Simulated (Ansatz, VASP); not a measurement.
## PbS: VASP beside Ansatz

Contents of POSCAR:

```
PbS
1.0
    0.0000000000      3.3008065408      3.2347904100
    3.3008065408      0.0000000000      3.2347904100
    3.3008065408      3.3008065408      0.0000000000
Pb S
1 1
Direct
    0.0000000000      0.0000000000      0.0000000000
    0.2500000000      0.2500000000      0.2500000000
```

The input INCAR.step1:

```
SYSTEM = PbS
  PREC = Accurate
  ENCUT = 520
  ISMEAR = 0
  SIGMA = 0.05
  LREAL = .FALSE.
  LASPH = .TRUE.
  NELM = 60
  NBANDS = 17
  GGA = PE
  ALGO = Normal
  EDIFF = 1E-4
  LWAVE = .TRUE.
  LCHARG = .FALSE.
```

File INCAR.step2:

```
SYSTEM = PbS
  PREC = Accurate
  ENCUT = 520
  EDIFF = 1E-6
  ISMEAR = 0
  SIGMA = 0.05
  LREAL = .FALSE.
  LASPH = .TRUE.
  NELM = 60
  ALGO = Normal
  ISIF = 2
  LWAVE = .FALSE.
  LCHARG = .FALSE.
  METAGGA = R2SCAN
  LMIXTAU = .TRUE.
  NBANDS = 17
  ISTART = 1
```

KPOINTS

```
regular mesh
0
G
  6 6 6
  0 0 0
```

Input for Ansatz:

```yaml
crystal:
  lattice:
    - [0.0, 3.3008065408, 3.23479041]
    - [3.3008065408, 0.0, 3.23479041]
    - [3.3008065408, 3.3008065408, 0.0]
  atoms:
    - { symbol: Pb, position: [0.0, 0.0, 0.0] }
    - { symbol: S, position: [0.25, 0.25, 0.25] }
basis:
  ecutwfc: 500
  ecutrho_ratio: 4
kpoints:
  mp_grid: { grid: [6, 6, 6] }
hamiltonian:
  xc: r2scan
scf:
  occupations: { method: gaussian, width: 0.05 }
output:
  forces: true
  stress: true
  eigenvalues: true
```

Change from the starting cell: strain e3 = -0.02, atoms carried along.

Alike in both runs: task single point; functional r2SCAN; k mesh 6 × 6 × 6; occupations gaussian, width 0.05 eV; no spin polarisation.

|  | VASP | Ansatz |
| --- | --- | --- |
| version | VASP 6.6.1 | Ansatz 0.2.0 |
| potentials or method | VASP PAW PBE potentials, release 64 (Pb_d, S), cutoff 520 eV | scalar-relativistic, plane waves, PAW |
| valence electrons in the cell | 20 | 20 |

```tsv
	VASP	Ansatz	Ansatz less VASP
gap on the k mesh at the Fermi level (eV)	0.95	0.95	0.000
least direct gap on the mesh (eV)	1.40	1.40	-0.001
pressure (GPa)	0.8	0.8	0.00
```

VASP's potentials were made for PBE, not for r2SCAN.

Spin-orbit coupling is off throughout.
